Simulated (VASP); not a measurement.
# MoS2 (P-6m2) in VASP: notebook, part 2 of 2

VASP 6.6.1.

### Step 4. Relaxation of cell and atoms, PBE+D3(BJ), target pressure 30 GPa, at which the enthalpy is minimised

This run uses another cell than the first one, of 14.87 Å³/atom.

The input, INCAR:

```
ALGO = Normal
EDIFF = 1E-7
EDIFFG = -0.008
ENCUT = 600
GGA = PE
IBRION = 2
ISIF = 3
ISMEAR = 0
IVDW = 12
LASPH = T
LCHARG = F
LREAL = F
LWAVE = F
NELM = 100
NSW = 70
PREC = Accurate
PSTRESS = 300.0
SIGMA = 0.02
```

The input, KPOINTS:

```
k-points
0
Gamma
  12 12 6
```

The input, POSCAR:

```
MoS2
1.0
    2.9511958410      0.0000000000      0.0000000000
   -1.4755979205      2.5558105699      0.0000000000
    0.0000000000      0.0000000000      5.9133858673
Mo S
1 2
Direct
    0.0000000000      0.0000000000      0.0000000000
    0.3333333333      0.6666666667      0.2596050012
    0.3333333333      0.6666666667      0.7403949988
```

Potentials or basis: VASP PAW PBE potentials, release 64 (Mo_sv, S).

Command:

```bash
$ cat potpaw_PBE.64/Mo_sv/POTCAR potpaw_PBE.64/S/POTCAR > POTCAR
$ mpirun -np 1 vasp_std > vasp.out
```

OUTCAR:

```text
EDIFF = 1E-7
   EDIFFG = -0.008
   ENCUT = 600
   GGA = PE
   IBRION = 2
   ISIF = 3
   ISMEAR = 0
   IVDW = 12
   LASPH = T
   LREAL = F
   NELM = 100
   NSW = 70
   PREC = Accurate
   PSTRESS = 300.0
 IVDW          = 12

 ion  position               nearest neighbor table
   1  0.000  0.000  0.000-   2 2.29   3 2.29   2 2.29   3 2.29   2 2.29   3 2.29
   2  0.333  0.667  0.260-   1 2.29   1 2.29   1 2.29
   3  0.333  0.667  0.740-   1 2.29   1 2.29   1 2.29

  LATTYP: Found a hexagonal cell.
 ALAT       =     2.9511958410
 C/A-ratio  =     2.0037253323

  Lattice vectors:

 A1 = (   2.9511958410,   0.0000000000,   0.0000000000)
 A2 = (  -1.4755979205,   2.5558105699,   0.0000000000)
 A3 = (   0.0000000000,   0.0000000000,   5.9133858673)

Analysis of symmetry for initial positions (statically):
=====================================================================
 Subroutine PRICEL returns:
 Original cell was already a primitive cell.

 Routine SETGRP: Setting up the symmetry group for a
 hexagonal supercell.

 Subroutine GETGRP returns: Found 12 space group operations
 (whereof 12 operations were pure point group operations)
 out of a pool of 24 trial point group operations.

The static configuration has the point symmetry D_3h.

Analysis of symmetry for dynamics (positions and initial velocities):
=====================================================================
 Subroutine PRICEL returns:
[... 162 lines left out ...]

------------------------ aborting loop because EDIFF is reached ----------------------------------------

 Edisp (eV)   -1.53472

 E8    (eV) :    -0.6190
[... 116 lines left out ...]
  energy  without entropy=      -22.3191128077  energy(sigma->0) =      -22.31911281

  enthalpy is  TOTEN    =       -13.8010019808 eV   P V=        8.5181108269

 E-fermi :   9.9820     XC(G=0): -11.6646

 val. band max:        9.8084916646   @ k =   0.0000   0.0000   0.5000
 cond. band min:      10.3099233411   @ k =   0.1667   0.1667   0.0000
 fundamental gap:      0.5014316765
 Fermi energy:         9.9819647665

 k-point     1 :       0.0000    0.0000    0.0000
  band No.  band energies     occupation
      1     -51.5247      2.00000
      2     -25.8785      2.00000
      3     -25.3199      2.00000
      4     -25.3199      2.00000
      5      -6.2047      2.00000
      6      -4.1337      2.00000
[... 459 lines left out ...]
      6      -3.5441      2.00000
[... 9 lines left out ...]
     16      13.5131      0.00000
     17      13.9912      0.00000

 [... further k-points ...]

[... ionic steps 4 to 11 ...]

--------------------------------------- Ionic step       12  -------------------------------------------

 number of electron      25.9999999 magnetization

------------------------ aborting loop because EDIFF is reached ----------------------------------------
[... 81 lines left out ...]
--------------------------------------- Ionic step       14  -------------------------------------------

 number of electron      25.9999999 magnetization

 Free energy of the ion-electron system (eV)
  ---------------------------------------------------
  ext. energy  EPLUGINS =         0.00000000
  ---------------------------------------------------
  free energy    TOTEN  =       -20.58636916 eV

  energy without entropy =      -20.58636916  energy(sigma->0) =      -20.58636916

 E-fermi :  10.3322     XC(G=0): -11.8279

 val. band max:       10.2525935445   @ k =   0.0000   0.0000   0.5000
 cond. band min:      10.5665814832   @ k =   0.1667   0.1667   0.0000
 fundamental gap:      0.3139879387
 Fermi energy:        10.3322356561

 k-point     1 :       0.0000    0.0000    0.0000
  band No.  band energies     occupation
      1     -51.1324      2.00000
      2     -25.5031      2.00000
      3     -24.9021      2.00000
      4     -24.9021      2.00000
      5      -5.9746      2.00000
      6      -3.7844      2.00000
[... 509 lines left out ...]
  energy  without entropy=      -22.1313821363  energy(sigma->0) =      -22.13138214

  enthalpy is  TOTEN    =       -13.8258728139 eV   P V=        8.3055093224

 reached required accuracy - stopping structural energy minimisation
```

Run time: 3.1 min. Hardware: 1 thread of Intel Xeon 6975P-C (Granite Rapids), shared host; peak memory 0.23 GiB.

Results:

```
Free energy                                                : -22.1314 eV
Relaxed volume                                             : 14.79 Å³/atom
Relaxed cell                                               : a = 2.948 Å, b = 2.948 Å, c = 5.895 Å, α = 90.00°, β = 90.00°, γ = 120.00°
Space group after relaxing (to 0.1 Å)                      : P-6m2 (No. 187)
Energy change on relaxing (the run minimises the enthalpy) : -7.9 meV/atom
Ionic steps                                                : 14
Pressure after relaxing                                    : 30.0 GPa
Largest force after relaxing                               : 0.005 eV/Å
Band gap on the k mesh                                     : 0.31 eV (least direct gap 1.04 eV)
Dispersion energy per atom                                 : -0.515 eV
```

Forces on the atoms (eV/Å):
```
Mo   0.000  0.000  0.000
S    0.000  0.000 -0.005
S    0.000  0.000  0.005
```

Step by step:
```tsv
step	energy change (eV)	largest force (eV/Å)	pressure (GPa)	volume (Å³)
1	0.0000	1.4506	35.22	44.60
2	-0.3838	1.6901	9.54	47.80
3	-0.2115	0.3912	26.65	45.49
4	-0.2045	0.4311	26.99	45.45
5	-0.0179	0.0591	30.35	44.33
6	-0.0146	0.0531	30.39	44.31
7	-0.0333	0.0733	29.45	44.41
8	-0.0296	0.0463	29.65	44.39
9	-0.0018	0.0561	30.80	44.24
10	-0.0199	0.0097	30.06	44.34
11	-0.0201	0.0104	30.06	44.34
12	-0.0249	0.0284	29.85	44.36
13	-0.0203	0.0112	30.04	44.34
14	-0.0238	0.0052	29.98	44.36
```

Final structure:
```cif
data_structure
_symmetry_space_group_name_H-M 'P 1'
_symmetry_Int_Tables_number 1
_cell_length_a 2.9475
_cell_length_b 2.9475
_cell_length_c 5.8953
_cell_angle_alpha 90.000
_cell_angle_beta 90.000
_cell_angle_gamma 120.000
_cell_volume 44.36
loop_
_atom_site_label
_atom_site_type_symbol
_atom_site_fract_x
_atom_site_fract_y
_atom_site_fract_z
_atom_site_occupancy
Mo1 Mo 0.00000 0.00000 0.00000 1
S1 S 0.33333 0.66667 0.26840 1
S2 S 0.33333 0.66667 0.73160 1
```

Caveat: the cell is relaxed towards a set pressure, so the run minimises the enthalpy, not the energy. A k mesh can miss the band edges.

### Step 5. Relaxation of cell and atoms, PBE+D3(BJ), target pressure 15 GPa, at which the enthalpy is minimised

This run uses another cell than the first one, of 15.91 Å³/atom.

The input, INCAR:

```
SYSTEM = MoS2
PREC = Accurate ; ENCUT = 600
EDIFF = 1E-6 ; ISMEAR = 0
SIGMA = 0.02 ; LREAL = .FALSE.
LASPH = .TRUE. ; NELM = 80
ALGO = Normal ; ISIF = 3
LWAVE = .FALSE. ; LCHARG = .FALSE.
GGA = PE ; IVDW = 12
IBRION = 2 ; NSW = 70
EDIFFG = -0.008 ; PSTRESS = 150.0
```

The input, KPOINTS:

```
regular mesh
0
G
  12 12 6
  0 0 0
```

The input, POSCAR:

```
MoS2
1.0
    3.0110362507      0.0000000000      0.0000000000
   -1.5055181253      2.6076338849      0.0000000000
    0.0000000000      0.0000000000      6.0805286652
Mo S
1 2
Direct
    0.0000000000      0.0000000000      0.0000000000
    0.3333333333      0.6666666667      0.2528319219
    0.3333333333      0.6666666667      0.7471680781
```

Command:

```bash
$ cat potpaw_PBE.64/Mo_sv/POTCAR potpaw_PBE.64/S/POTCAR > POTCAR
$ mpirun -np 1 vasp_std > vasp.out
```

Run time: 2.4 min. Hardware: 1 thread of Intel Xeon 6975P-C (Granite Rapids), shared host; peak memory 0.23 GiB.

The run converged. Its results:

```
Free energy                                                : -22.6702 eV
Relaxed volume                                             : 16.09 Å³/atom
Relaxed cell                                               : a = 3.030 Å, b = 3.030 Å, c = 6.071 Å, α = 90.00°, β = 90.00°, γ = 120.00°
Space group after relaxing (to 0.1 Å)                      : P-6m2 (No. 187)
Energy change on relaxing (the run minimises the enthalpy) : -36.2 meV/atom
Ionic steps                                                : 11
Pressure after relaxing                                    : 15.0 GPa
Band gap on the k mesh                                     : 0.61 eV (least direct gap 1.54 eV)
Dispersion energy per atom                                 : -0.471 eV
```

Step by step:
| step | energy change (eV) | largest force (eV/Å) | pressure (GPa) | volume (Å³) |
| --- | --- | --- | --- | --- |
| 1 | 0.0000 | 1.1984 | 22.26 | 47.74 |
| 2 | -0.2039 | 1.8048 | -3.32 | 52.90 |
| 3 | -0.1753 | 0.2073 | 13.77 | 49.09 |
| 4 | -0.1695 | 0.2473 | 14.12 | 49.03 |
| 5 | -0.1388 | 0.1333 | 14.67 | 48.63 |
| 6 | -0.1003 | 0.0000 | 15.32 | 48.19 |
| 7 | -0.1028 | 0.0090 | 15.28 | 48.22 |
| 8 | -0.1172 | 0.0541 | 14.48 | 48.37 |
| 9 | -0.1105 | 0.0249 | 14.87 | 48.30 |
| 10 | -0.1058 | 0.0306 | 15.22 | 48.25 |
| 11 | -0.1085 | 0.0002 | 15.02 | 48.28 |

Final structure:
```xyz
3
Lattice="3.0303 0.0000 0.0000 -1.5152 2.6243 0.0000 0.0000 0.0000 6.0708" Properties=species:S:1:pos:R:3 pbc="T T T"
Mo    0.0000    0.0000    0.0000
S     0.0000    1.7495    1.5758
S     0.0000    1.7495    4.4950
```

Levels at points of the mesh, in eV from the valence-band top:
| k point | band 11 | band 12 | band 13 | band 14 | band 15 | band 16 |
| --- | --- | --- | --- | --- | --- | --- |
| (0.00, 0.00, 0.00) | -1.94 | -1.91 | -1.25 | 2.48 | 2.48 | 2.59 |
| (0.50, 0.00, 0.00) | -2.00 | -1.94 | -1.53 | 2.09 | 2.12 | 4.06 |
| (0.00, 0.00, 0.50) | -2.01 | -2.01 | 0.00 | 2.33 | 2.33 | 2.84 |
| (0.50, 0.00, 0.50) | -3.98 | -1.25 | -0.80 | 2.18 | 2.75 | 2.77 |

Caveat: the cell is relaxed towards a set pressure, so the run minimises the enthalpy, not the energy. A k mesh can miss the band edges.

### Step 6. Summary

| task | cell | k mesh | gap on the mesh (eV) | pressure (GPa) | largest force (eV/Å) |
| --- | --- | --- | --- | --- | --- |
| relaxation of cell and atoms | relaxed from a = 3.148, b = 3.148, c = 6.685 Å, angles 90.0, 90.0, 120.0°, 3 atoms, atomic positions A | 12 × 12 × 4 | 1.21 | 0.0 | - |
| relaxation of shape and atoms at fixed volume | relaxed from a = 3.181, b = 3.181, c = 6.713 Å, angles 90.0, 90.0, 120.0°, 3 atoms, atomic positions A | 12 × 12 × 4 | 1.33 | -0.9 | 0.01 |
| relaxation of cell and atoms | relaxed to 30 GPa from a = 2.951, b = 2.951, c = 5.913 Å, angles 90.0, 90.0, 120.0°, 3 atoms, atomic positions B | 12 × 12 × 6 | 0.31 | 30.0 | 0.01 |
| relaxation of cell and atoms | relaxed to 15 GPa from a = 3.011, b = 3.011, c = 6.081 Å, angles 90.0, 90.0, 120.0°, 3 atoms, atomic positions C | 12 × 12 × 6 | 0.61 | 15.0 | - |

Alike in all rows: level PBE+D3(BJ); potentials or basis VASP PAW PBE potentials, release 64 (Mo_sv, S); no spin polarisation; cutoff (eV) 600; smearing gaussian 0.02 eV.

Caveats: the cell is relaxed towards a set pressure, so the run minimises the enthalpy, not the energy (at least some runs).

Absolute energies hang on the potentials; compare differences alone.
